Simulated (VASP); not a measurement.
# Na2Al2O (P4/mmm) in VASP: a series of runs, part 2 of 2

VASP 6.6.1. Earlier steps stand in the parts before.

## Step 6: Single point, PBE, collinear spin, ferromagnetic start

This run uses another cell than the first one, of 21.87 Å³/atom.

INCAR reads:

```
SYSTEM = Na2Al2O
  PREC = Accurate
  ENCUT = 520
  EDIFF = 1E-6
  ISMEAR = 0
  SIGMA = 0.1
  LREAL = .FALSE.
  LASPH = .TRUE.
  NELM = 150
  ALGO = Normal
  ISIF = 2
  LWAVE = .FALSE.
  LCHARG = .FALSE.
  ISPIN = 2
  MAGMOM = 0 0 0 0 1
  LORBIT = 11
  GGA = PE
  NBANDS = 25
```

KPOINTS reads:

```
Automatic mesh
0
G
  6 6 2
  0 0 0
```

POSCAR reads:

```
Na2Al2O
1.0
    3.5211221723      0.0000000000      0.0000000000
    0.0000000000      3.5211221723      0.0000000000
    0.0000000000      0.0000000000      8.8181979508
Na Al O
2 2 1
Direct
    0.0000000000      0.0000000000      0.6376256817
    0.0000000000      0.0000000000      0.3623743183
    0.0000000000      0.5000000000      0.0000000000
    0.5000000000      0.0000000000      0.0000000000
    0.5000000000      0.5000000000      0.5000000000
```

Potentials or basis: VASP PAW PBE potentials, release 64 (Na_pv, Al, O).

Started as:

```bash
cat potpaw_PBE.64/Na_pv/POTCAR potpaw_PBE.64/Al/POTCAR potpaw_PBE.64/O/POTCAR > POTCAR
mpirun -np 1 vasp_std > vasp.out
```

OUTCAR:

```text
SYSTEM = Na2Al2O
   PREC = Accurate
   ENCUT = 520
   EDIFF = 1E-6
   ISMEAR = 0
   LREAL = .FALSE.
   LASPH = .TRUE.
   NELM = 150
   ISIF = 2
   ISPIN = 2
   LORBIT = 11
   GGA = PE

 ion  position               nearest neighbor table
   1  0.000  0.000  0.638-   2 2.43
   2  0.000  0.000  0.362-   1 2.43
   3  0.000  0.500  0.000-   4 2.49   4 2.49   4 2.49   4 2.49
   4  0.500  0.000  0.000-   3 2.49   3 2.49   3 2.49   3 2.49
   5  0.500  0.500  0.500-

  LATTYP: Found a simple tetragonal cell.
 ALAT       =     3.5211221723
 C/A-ratio  =     2.5043714814

  Lattice vectors:

 A1 = (   3.5211221723,   0.0000000000,   0.0000000000)
 A2 = (   0.0000000000,   3.5211221723,   0.0000000000)
 A3 = (   0.0000000000,   0.0000000000,   8.8181979508)

Analysis of symmetry for initial positions (statically):
=====================================================================
 Subroutine PRICEL returns:
 Original cell was already a primitive cell.

 Routine SETGRP: Setting up the symmetry group for a
[... 1323 lines left out ...]
  -------------------------------------------------------------------------------------
  Total        0.0589297      0.0589297      0.0989925      0.0000000      0.0000000      0.0000000
  in kB        0.8635809      0.8635809      1.4506774      0.0000000      0.0000000      0.0000000
  external PRESSURE =       1.0592797 kB  Pullay stress =       0.0000000 kB

 VOLUME and BASIS-vectors are now :
 -----------------------------------------------------------------------------
  energy-cutoff  :      520.00
  volume of cell :      109.33
      direct lattice vectors                 reciprocal lattice vectors
     3.521122172  0.000000000  0.000000000     0.284000370  0.000000000  0.000000000
     0.000000000  3.521122172  0.000000000     0.000000000  0.284000370  0.000000000
     0.000000000  0.000000000  8.818197951     0.000000000  0.000000000  0.113401854

 POSITION                                       TOTAL-FORCE (eV/Angst)
 -----------------------------------------------------------------------------------
      0.00000      0.00000      5.62271         0.000000      0.000000      0.026635
      0.00000      0.00000      3.19549        -0.000000      0.000000     -0.026635
      0.00000      1.76056      0.00000         0.000000     -0.000000      0.000000
      1.76056      0.00000      0.00000         0.000000     -0.000000      0.000000
      1.76056      1.76056      4.40910         0.000000     -0.000000      0.000000
 -----------------------------------------------------------------------------------
    total drift:                               -0.000000     -0.000000      0.000000

  FREE ENERGIE OF THE ION-ELECTRON SYSTEM (eV)
  ---------------------------------------------------
  free  energy   TOTEN  =       -15.4621068944 eV

  energy  without entropy=      -15.4414747017  energy(sigma->0) =      -15.45179080

 total charge

# of ion       s       p       d       tot
------------------------------------------
    1        0.050   5.971   0.000   6.021
    2        0.050   5.971   0.000   6.021
    3        0.496   0.355   0.000   0.851
    4        0.496   0.355   0.000   0.851
    5        1.568   3.228   0.000   4.796
--------------------------------------------------
tot          2.661  15.879   0.000  18.540

 magnetization (x)

# of ion       s       p       d       tot
------------------------------------------
    1       -0.000   0.000   0.000  -0.000
    2       -0.000   0.000   0.000  -0.000
    3       -0.000  -0.000   0.000  -0.000
    4       -0.000  -0.000   0.000  -0.000
    5        0.000   0.002   0.000   0.002
--------------------------------------------------
tot         -0.000   0.002   0.000   0.002
```

OSZICAR:

```text
N       E                     dE             d eps       ncg     rms          rms(c)
DAV:   1     0.197800719345E+03    0.19780E+03   -0.11780E+04  2000   0.969E+02
DAV:   2     0.187444112998E+01   -0.19593E+03   -0.18418E+03  2117   0.275E+02
DAV:   3    -0.188548624714E+02   -0.20729E+02   -0.20450E+02  2578   0.886E+01
[... 14 lines left out ...]
DAV:  18    -0.154618510418E+02    0.88537E-04   -0.10971E-03  2318   0.913E-02    0.568E-02
DAV:  19    -0.154621254742E+02   -0.27443E-03   -0.13044E-04  2054   0.816E-02    0.728E-02
DAV:  20    -0.154621167365E+02    0.87377E-05   -0.34515E-05  2094   0.389E-02    0.492E-02
DAV:  21    -0.154621018725E+02    0.14864E-04   -0.26425E-05  2390   0.147E-02    0.172E-02
DAV:  22    -0.154621078374E+02   -0.59649E-05   -0.47289E-06  1741   0.144E-02    0.152E-02
DAV:  23    -0.154621068944E+02    0.94299E-06   -0.79752E-07  1694   0.638E-03
   1 F= -.15462107E+02 E0= -.15451791E+02  d E =-.206322E-01  mag=     0.0002
```

Run time: 2.3 min. Hardware: 1 thread of Intel Xeon Platinum 8488C (Sapphire Rapids), shared host; peak memory 0.3 GiB.

Results:

```yaml
Free_energy: -15.4621 eV
Pressure: 0.1 GPa
Largest_force: 0.027 eV/Å
Band_gap_on_the_k_mesh: zero (filled and empty bands overlap)
Net_moment: 0.00 μB per cell
Valence_electrons_inside_the_program's_atomic_spheres: Na 6.02; Al 0.85; O 4.80
```

Forces in eV/Å, atoms in the order of the input:
```
Na   0.000  0.000  0.027
Na   0.000  0.000 -0.027
Al   0.000  0.000  0.000
Al   0.000  0.000  0.000
O    0.000  0.000  0.000
```

## Step 7: The runs side by side

```csv
task,spin,cell,k mesh,cutoff (eV),gap on the mesh (eV),pressure (GPa),moment (μB),largest force (eV/Å)
single point,off,"a = 4.196, b = 4.196, c = 5.645 Å, 5 atoms, atomic positions A",4 × 4 × 4,520,none,7.8,-,4.00
single point,off,"a = 3.521, b = 3.521, c = 8.818 Å, 5 atoms, atomic positions B",4 × 4 × 4,520,none,0.0,-,0.01
relaxation of cell and atoms,off,"relaxed from a = 4.196, b = 4.196, c = 5.645 Å, 5 atoms, atomic positions A",4 × 4 × 4,600,none,0.0,-,0.03
single point,"collinear, ferromagnetic start","a = 4.196, b = 4.196, c = 5.645 Å, 5 atoms, atomic positions A",4 × 4 × 4,520,none,7.8,0.00,4.00
single point,"collinear, ferromagnetic start","a = 3.521, b = 3.521, c = 8.818 Å, 5 atoms, atomic positions B",6 × 6 × 2,520,none,0.1,0.00,0.03
```

Alike in all rows: level PBE; potentials or basis VASP PAW PBE potentials, release 64 (Na_pv, Al, O); smearing gaussian 0.1 eV.

Caveats: some runs use coarse meshes; forces of over 1 eV/Å act on the atoms, so gaps and moduli don't describe the material at rest (at least some runs); a cell axis changed by over 15 % at a fixed basis, so the end point is rough (at least some runs).

Absolute energies hang on the potentials; compare differences alone.
